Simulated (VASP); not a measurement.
# Al8GaN8 (a cell with a defect) in VASP: notebook

Runs on Al8GaN8 (a cell with a defect). Level: PBE+D3(BJ). Tasks: single point.

Program: VASP 6.6.1. These are calculated values, not measurements. Logs are shortened: lines on timing, memory, paths and dates and some standing lists are left out, and cuts for length are marked.

### Step 1. The cell of the first run

The cell holds a defect, 17 atoms: a = 6.257 Å, b = 5.419 Å, c = 5.017 Å, α = 90.00°, β = 90.00°, γ = 90.00°.

### Step 2. Single point, PBE+D3(BJ)

INCAR

```
SYSTEM = Al8GaN8
PREC     = Accurate       ! precision mode
ENCUT    = 520            ! plane-wave cutoff, eV
EDIFF    = 1E-7           ! SCF threshold, eV
ISMEAR   = -1             ! smearing method
SIGMA    = 0.1            ! smearing width, eV
LREAL    = Auto         
LASPH    = .True.         ! aspherical terms in the spheres
NELM     = 60             ! most SCF steps
ALGO     = Normal         ! electronic algorithm
ISIF     = 2              ! what is computed and relaxed
LWAVE    = .False.        ! write WAVECAR
LCHARG   = .False.        ! write CHGCAR
GGA      = PE             ! functional
IVDW     = 12             ! dispersion correction
NBANDS   = 52             ! bands
```

KPOINTS

```
Automatic mesh
0
Gamma
  2 3 3
  0 0 0
```

POSCAR

```
Al8GaN8
1.0
   -3.1285880000     -5.4188740000      0.0000000000
    4.6928820000     -2.7094370000      0.0000000000
    0.0000000000      0.0000000000      5.0169550000
Al N Ga
8 8 1
Direct
    0.4951107335      0.6930064509      0.4960578678
    0.5438638228      0.3921738986      1.0590886305
    0.2386775409      0.1437333584      0.3620722131
    0.2540033516      0.8000141145      0.9899829678
    0.0046560686      0.6272407703      0.4602592608
   -0.0078942655      0.3394720122      0.8739763462
    0.7460684216      0.1068300270      0.4428383352
    0.7916694422      0.8326242844      0.9882687806
    0.5302018284      0.6892956350      0.8707273635
    0.4965605315      0.3669031781      0.4124414112
    0.2320060489      0.1789628080      1.0169913822
    0.2216512988      0.7817489537      0.3160084155
    0.0157545364      0.6731022543      0.8438186111
   -0.0072417542      0.2751280630      0.4949416529
    0.7971196078      0.1718472443      1.0402325714
    0.7418313538      0.7763640065      0.3467641229
    0.4652176399      0.1234367976      0.7349079272
```

Potentials or basis: VASP PAW PBE potentials, release 64 (Al, N, Ga_d).

On the command line:

```console
> cat potpaw_PBE.64/Al/POTCAR potpaw_PBE.64/N/POTCAR potpaw_PBE.64/Ga_d/POTCAR > POTCAR
> mpirun -np 1 vasp_std > vasp.out
```

OUTCAR:

```text
SYSTEM = Al8GaN8
   PREC = Accurate
   ENCUT = 520
   EDIFF = 1E-7
   ISMEAR = -1
   LREAL = Auto
   LASPH = .True.
   NELM = 60
   ISIF = 2
   GGA = PE
   IVDW = 12
 IVDW          = 12

 ion  position               nearest neighbor table
   1  0.495  0.693  0.496-  16 1.77  10 1.82   9 1.89  12 1.99  17 2.63   2 2.75   7 2.75   4 2.96
                             3 3.00   4 3.01   5 3.09   8 3.18   5 3.21   8 3.24   2 3.28
   2  0.544  0.392  0.059-  10 1.80   9 1.87  15 1.99  17 2.24  11 2.28   1 2.75   7 2.77   3 2.79
                             8 2.87   4 2.88   6 2.97   1 3.28
   3  0.239  0.144  0.362-  11 1.74  14 1.82  12 1.98  10 2.03  17 2.35   4 2.64   2 2.79   1 3.00
                             5 3.04   6 3.08   7 3.12   6 3.18   5 3.20   7 3.21
   4  0.254  0.800  0.990-  12 1.65  13 1.80   9 1.92  11 2.06  17 2.54   3 2.64   2 2.88   8 2.90
                             1 2.96   5 2.98   1 3.01   6 3.04   5 3.22
   5  0.005  0.627  0.460-  12 1.75  14 1.92  16 1.92  13 1.94   6 2.60   8 2.94   4 2.98   3 3.04
                             7 3.06   1 3.09   8 3.17   3 3.20   1 3.21   4 3.22   7 3.25   6 3.33
   6  0.992  0.339  0.874-  15 1.73  13 1.82  11 1.88  14 1.93   5 2.60   7 2.94   2 2.97   8 3.01
                             4 3.04   8 3.07   3 3.08   3 3.18   5 3.33
   7  0.746  0.107  0.443-  14 1.81  16 1.85  15 2.08  10 2.11  17 2.29   8 2.74   1 2.75   2 2.77
                             6 2.94   5 3.06   3 3.12   8 3.13   3 3.21   5 3.25
   8  0.792  0.833  0.988-  13 1.80  16 1.85  15 1.86   9 1.90   7 2.74   2 2.87  17 2.88   4 2.90
                             5 2.94   6 3.01   6 3.07   7 3.13   5 3.17   1 3.18   1 3.24
   9  0.530  0.689  0.871-   2 1.87   1 1.89   8 1.90   4 1.92
  10  0.497  0.367  0.412-   2 1.80   1 1.82   3 2.03  17 2.10   7 2.11
  11  0.232  0.179  0.017-   3 1.74   6 1.88  17 2.05   4 2.06   2 2.28
  12  0.222  0.782  0.316-   4 1.65   5 1.75   3 1.98   1 1.99
  13  0.016  0.673  0.844-   4 1.80   8 1.80   6 1.82   5 1.94
  14  0.993  0.275  0.495-   7 1.81   3 1.82   5 1.92   6 1.93
  15  0.797  0.172  0.040-   6 1.73   8 1.86   2 1.99   7 2.08
  16  0.742  0.776  0.347-   1 1.77   8 1.85   7 1.85   5 1.92
  17  0.465  0.123  0.735-  11 2.05  10 2.10   2 2.24   7 2.29   3 2.35   4 2.54   1 2.63   8 2.88

  LATTYP: Found a simple orthorhombic cell.
 ALAT       =     5.0169550000
 B/A-ratio  =     1.0801120458
 C/A-ratio  =     1.2472060331

  Lattice vectors:

 A1 = (   0.0000000000,   0.0000000000,  -5.0169550000)
 A2 = (   4.6928820000,  -2.7094370000,   0.0000000000)
 A3 = (  -3.1285880000,  -5.4188740000,   0.0000000000)

Analysis of symmetry for initial positions (statically):
=====================================================================
 Subroutine PRICEL returns:
 Original cell was already a primitive cell.

 Routine SETGRP: Setting up the symmetry group for a
 simple orthorhombic supercell.

 Subroutine GETGRP returns: Found  1 space group operations
 (whereof  1 operations were pure point group operations)
 out of a pool of  8 trial point group operations.

The static configuration has the point symmetry C_1 .

Analysis of symmetry for dynamics (positions and initial velocities):
=====================================================================
 Subroutine PRICEL returns:
 Original cell was already a primitive cell.

 Routine SETGRP: Setting up the symmetry group for a
 simple orthorhombic supercell.

 Subroutine GETGRP returns: Found  1 space group operations
 (whereof  1 operations were pure point group operations)
 out of a pool of  8 trial point group operations.

The dynamic configuration has the point symmetry C_1 .

 Subroutine INISYM returns: Found  1 space group operations
 (whereof  1 operations are pure point group operations),
 and found     1 'primitive' translations

----------------------------------------------------------------------------------------

                                     Primitive cell

  volume of cell :     170.1091

  direct lattice vectors                    reciprocal lattice vectors
    -3.128588000 -5.418874000  0.000000000    -0.079908253 -0.138405137  0.000000000
     4.692882000 -2.709437000  0.000000000     0.159816505 -0.092270092  0.000000000
     0.000000000  0.000000000  5.016955000     0.000000000  0.000000000  0.199324092

  length of vectors
     6.257176544  5.418873529  5.016955000     0.159816491  0.184540199  0.199324092

  position of ions in fractional coordinates (direct lattice)
     0.495110733  0.693006451  0.496057868
     0.543863823  0.392173899  0.059088630
     0.238677541  0.143733358  0.362072213
     0.254003352  0.800014115  0.989982968
     0.004656069  0.627240770  0.460259261
[... 45 lines left out ...]
     0.053272168 -0.030756697  0.000000000     0.000000000  0.333333333  0.000000000
     0.000000000  0.000000000  0.066441364     0.000000000  0.000000000  0.333333333

  Length of vectors
     0.079908246  0.061513400  0.066441364

  Shift w.r.t. Gamma in fractional coordinates (k-lattice)
     0.000000000  0.000000000  0.000000000

 Subroutine IBZKPT returns following result:
 ===========================================

 Found     10 irreducible k-points:

 Following reciprocal coordinates:
            Coordinates               Weight
  0.000000  0.000000  0.000000      1.000000
  0.500000  0.000000  0.000000      1.000000
  0.000000  0.333333  0.000000      2.000000
  0.500000  0.333333  0.000000      2.000000
  0.000000  0.000000  0.333333      2.000000
  0.500000  0.000000  0.333333      2.000000
  0.000000  0.333333  0.333333      2.000000
  0.000000 -0.333333  0.333333      2.000000
  0.500000  0.333333  0.333333      2.000000
  0.500000 -0.333333  0.333333      2.000000
   k-points           NKPTS =     10   k-points in BZ     NKDIM =     10   number of bands    NBANDS=     52
   number of dos      NEDOS =    301   number of ions     NIONS =     17
   total plane-waves  NPLWV =  76800
   dimension x,y,z NGX =    48 NGY =   40 NGZ =   40
   dimension x,y,z NGXF=    96 NGYF=   80 NGZF=   80
   ions per type =               8   8   1
   NGX,Y,Z   is equivalent  to a cutoff of  12.75, 12.27, 13.25 a.u.
   NGXF,Y,Z  is equivalent  to a cutoff of  25.51, 24.54, 26.51 a.u.
 SYSTEM =  Al8GaN8
   PREC   = accura    normal or accurate (medium, high low for compatibility)
   ISTART =      0    job   : 0-new  1-cont  2-samecut
   ICHARG =      2    charge: 1-file 2-atom 10-const
   ISPIN  =      1    spin polarized calculation?
   LNONCOLLINEAR =      F non collinear calculations
   LSORBIT =      F    spin-orbit coupling
   LASPH  =      T    aspherical Exc in radial PAW
   ENCUT  =  520.0 eV  38.22 Ry    6.18 a.u.  11.63 10.08  9.33*2*pi/ulx,y,z
   NELM   =     60;   NELMIN=  2; NELMDL= -5     # of ELM steps
   EDIFF  = 0.1E-06   stopping-criterion for ELM
   LREAL  =      T    real-space projection
   EDIFFG = 0.1E-05   stopping-criterion for IOM
   NSW    =      0    number of steps for IOM
   IBRION =     -1    ionic relax: 0-MD 1-quasi-New 2-CG
   NFREE  =      0    steps in history (QN), initial steepest desc. (CG)
   ISIF   =      2    stress and relaxation
   ISYM   =      2    0-nonsym 1-usesym 2-fastsym
   POTIM  = 0.5000    time-step for ionic-motion
   TEBEG  =    0.0;   TEEND  =   0.0 temperature during run
   PSTRESS=    0.0 pullay stress
   NELECT =      77.0000    total number of electrons
   NUPDOWN=      -1.0000    fix difference up-down
   EMIN   =  10.00;   EMAX   =-10.00  energy-range for DOS
   EFERMI =   0.00;   METHOD = LEGACY
   ISMEAR =    -1;   SIGMA  =   0.10  broadening in eV -4-tet -1-fermi 0-gaus
   EFERMI_NEDOS =   21; number of points for ismear=-14 and -15
   IALGO  =     38    algorithm
   IMIX   =      4    mixing-type and parameters
     AMIX     =   0.40;   BMIX     =  1.00
     AMIX_MAG =   1.60;   BMIX_MAG =  1.00
  volume/ion in A,a.u.               =      10.01        67.53
  Fermi-wavevector in a.u.,A,eV,Ry     =   1.256982  2.375352 21.497270  1.580005
  Thomas-Fermi vector in A             =   2.390664
   LORBIT       =      0    0 simple, 1 ext, 2 COOP (PROOUT), +10 PAW based schemes
   GGA     = PE    functional components
   LHFCALC =     F    Hartree Fock is set to
   AEXX    =    0.0000 exact exchange contribution
   IVDW    =    12    specifies the selected vdW correction
   LEPSILON=     F    determine dielectric tensor
   LRPA    =     F    only Hartree local field effects (RPA)
 non-spin polarized calculation
  energy-cutoff  :      520.00
  volume of cell :      170.11
 maximum number of plane-waves:      4616
 NGX is ok and might be reduce to    48
   NGX = 23   NGY = 21   NGZ = 19

 number of electron      77.0000010 magnetization

 Free energy of the ion-electron system (eV)
  ---------------------------------------------------
  ext. energy  EPLUGINS =         0.00000000
  ---------------------------------------------------
  free energy    TOTEN  =      -110.38445113 eV

  energy without entropy =     -110.29636571  energy(sigma->0) =     -110.34040842

 E-fermi :   9.8806     XC(G=0): -11.3301

 val. band max:        9.7984882622   @ k =   0.0000   0.3333   0.0000
 cond. band min:       9.9379750767   @ k =   0.5000  -0.3333   0.3333
 fundamental gap:      0.1394868145
 Fermi energy:         9.8806125561

 k-point     1 :       0.0000    0.0000    0.0000
  band No.  band energies     occupation
      1      -8.8200      2.00000
      2      -7.1649      2.00000
      3      -7.0972      2.00000
      4      -6.7921      2.00000
      5      -6.5482      2.00000
      6      -6.3532      2.00000
[... 519 lines left out ...]
     49      14.8092      0.00000
     50      15.0912      0.00000
 [bands above 50 left out]

------------------------ aborting loop because EDIFF is reached ----------------------------------------

 Edisp (eV)   -5.02643

 E8    (eV) :    -1.9977

  FORCE on cell =-STRESS in cart. coord.  units (eV):
  Direction    XX          YY          ZZ          XY          YZ          ZX
  --------------------------------------------------------------------------------------
  -------------------------------------------------------------------------------------
  Total      10.25105    22.99225    43.42890    -4.70677    -1.30234    -1.10287
  in kB      96.54981   216.55315   409.03625   -44.33087   -12.26608   -10.38745
  external pressure =      240.71 kB  Pullay stress =        0.00 kB

 VOLUME and BASIS-vectors are now :
 -----------------------------------------------------------------------------
  energy-cutoff  :      520.00
  volume of cell :      170.11
      direct lattice vectors                 reciprocal lattice vectors
    -3.128588000 -5.418874000  0.000000000    -0.079908253 -0.138405137  0.000000000
     4.692882000 -2.709437000  0.000000000     0.159816505 -0.092270092  0.000000000
     0.000000000  0.000000000  5.016955000     0.000000000  0.000000000  0.199324092

 POSITION                                       TOTAL-FORCE (eV/Angst)
 -----------------------------------------------------------------------------------
      1.70320     -4.56060      2.48870         0.676940      1.438190      0.876293
      0.13890     -4.00970      0.29645        -0.209854     -0.807347      0.852308
     -0.07220     -1.68280      1.81650        -0.252815      0.663419      1.211401
      2.95970     -3.54400      4.96670         0.390901     -1.158513     -3.976131
      2.92900     -1.72470      2.30910         0.591116      1.887216      1.105710
     -1.51079     -6.29587      4.38470        -1.939562     -1.350616     -1.049541
[... 9 lines left out ...]
      1.32250     -6.12340      1.73970        -1.449625     -1.995510      0.289895
     -0.87620     -2.85540      3.68700        -0.121079      1.329300      0.067052
 -----------------------------------------------------------------------------------
    total drift:                               -0.002540     -0.010212     -0.002412

  FREE ENERGIE OF THE ION-ELECTRON SYSTEM (eV)
  ---------------------------------------------------
  free  energy   TOTEN  =      -115.4108793645 eV

  energy  without entropy=     -115.3227939368  energy(sigma->0) =     -115.36683665
```

Wall time 2.5 min (1 thread of Intel Xeon Platinum 8488C (Sapphire Rapids), shared host); peak memory 0.28 GiB.

Results:

```
Free energy                : -115.4109 eV
Pressure                   : 24.1 GPa
Largest force              : 5.182 eV/Å
Dispersion energy per atom : -0.296 eV
```

Forces on the atoms (eV/Å):
```
Al   0.677  1.438  0.876
Al  -0.210 -0.807  0.852
Al  -0.253  0.663  1.211
Al   0.391 -1.159 -3.976
Al   0.591  1.887  1.106
Al  -1.940 -1.351 -1.050
Al   0.988 -1.406 -2.603
Al   1.309  0.930  0.212
N   -0.107  1.106  0.583
N   -1.057  1.285 -0.041
N   -0.424 -1.695 -3.612
N   -0.839 -1.325  4.939
N    0.143  0.204 -1.203
N    0.959 -1.225  1.792
N    1.342  2.119  0.555
N   -1.450 -1.996  0.290
Ga  -0.121  1.329  0.067
```

Stress tensor (GPa, compression positive):
```
 9.65 -4.43 -1.04
-4.43 21.66 -1.23
-1.04 -1.23 40.90
```

Caveat: the k points lie up to 0.50 Å⁻¹ apart.

### Step 3. Single point, PBE+D3(BJ)

INCAR

```
SYSTEM = Al8GaN8
PREC     = Accurate       ! precision mode
ENCUT    = 520            ! plane-wave cutoff, eV
EDIFF    = 1E-6           ! SCF threshold, eV
ISMEAR   = -1             ! smearing method
SIGMA    = 0.1            ! smearing width, eV
LREAL    = Auto         
LASPH    = .True.         ! aspherical terms in the spheres
NELM     = 100            ! most SCF steps
ALGO     = Normal         ! electronic algorithm
ISIF     = 2              ! what is computed and relaxed
LWAVE    = .False.        ! write WAVECAR
LCHARG   = .True.         ! write CHGCAR
GGA      = PE             ! functional
IVDW     = 12             ! dispersion correction
LELF     = .True.         ! ELF
LVHAR    = .True.       
NBANDS   = 52             ! bands
```

KPOINTS

```
regular mesh
0
Gamma
  2 3 3
  0 0 0
```

POSCAR

```
Al8GaN8
1.0
   -3.1285880000     -5.4188740000      0.0000000000
    4.6928820000     -2.7094370000      0.0000000000
    0.0000000000      0.0000000000      5.0169550000
Al N Ga
8 8 1
Direct
    0.4912576152      0.6563861354      0.5063429909
    0.6728545649      0.4634859171      1.1408713054
    0.2432178473      0.1944068567      0.3011189058
    0.2640102835      0.7732091719      1.0025005207
    0.0098464820      0.6625151848      0.5268933048
   -0.0135133107      0.2755284319      0.8164514133
    0.7405267493      0.0767978188      0.4373768551
    0.7479797096      0.8361855984      0.9071438751
    0.5091306241      0.6084235574      0.8791787050
    0.4769703250      0.3481748817      0.4242015326
    0.2022013566      0.0984692856      0.9513340263
    0.2753326254      0.8334968464      0.3496543222
   -0.0077284123      0.6012980898      0.9250033138
    0.0213075015      0.3305990633      0.4613356109
    0.7633574684      0.1774029297      1.0219146873
    0.7682718998      0.7139975491      0.3538999254
    0.4342121246      0.1626017536      0.7430802150
```

Potentials or basis: VASP PAW PBE potentials, release 64 (Al, N, Ga_d).

On the command line:

```console
> cat potpaw_PBE.64/Al/POTCAR potpaw_PBE.64/N/POTCAR potpaw_PBE.64/Ga_d/POTCAR > POTCAR
> mpirun -np 1 vasp_std > vasp.out
```

It took 2.1 min on 1 thread of Intel Xeon Platinum 8488C (Sapphire Rapids), shared host; peak memory 0.29 GiB.

The run converged. Its results:

| Quantity | Value |
| --- | --- |
| Free energy | -114.2274 eV |
| Pressure | 20.1 GPa |
| Largest force | 4.172 eV/Å |
| Dispersion energy per atom | -0.295 eV |

Forces in eV/Å, atoms in the order of the input:
```
Al   2.889 -1.831  2.358
Al  -1.581  0.246 -0.099
Al  -1.167  2.046 -1.292
Al  -0.482  2.547 -0.480
Al  -0.493 -2.087 -0.357
Al  -0.375  0.005  0.361
Al  -0.971 -0.912 -1.691
Al   1.442 -2.101  0.210
N    1.097 -0.173  0.393
N   -2.486  0.010 -2.441
N    0.580 -1.252 -0.337
N    0.220  1.215  3.564
N    1.582 -1.624 -1.865
N   -0.423  1.806  0.270
N   -1.805  2.742  1.560
N    3.727  1.494 -1.135
Ga  -1.753 -2.132  0.982
```

Stress tensor (GPa, compression positive):
```
22.39 -2.34  1.83
-2.34  9.51 -3.17
 1.83 -3.17 28.38
```

Levels at points of the mesh, in eV from the Fermi level:
| k point | band 36 | band 37 | band 38 | band 39 | band 40 | band 41 | band 42 | band 43 |
| --- | --- | --- | --- | --- | --- | --- | --- | --- |
| (0.00, 0.00, 0.00) | -3.10 | -2.56 | -1.67 | -0.03 | 1.35 | 1.86 | 2.14 | 2.32 |
| (0.50, 0.00, 0.00) | -3.24 | -2.61 | -1.33 | -0.01 | 2.08 | 2.40 | 2.68 | 2.83 |

Caveat: the k points lie up to 0.50 Å⁻¹ apart.
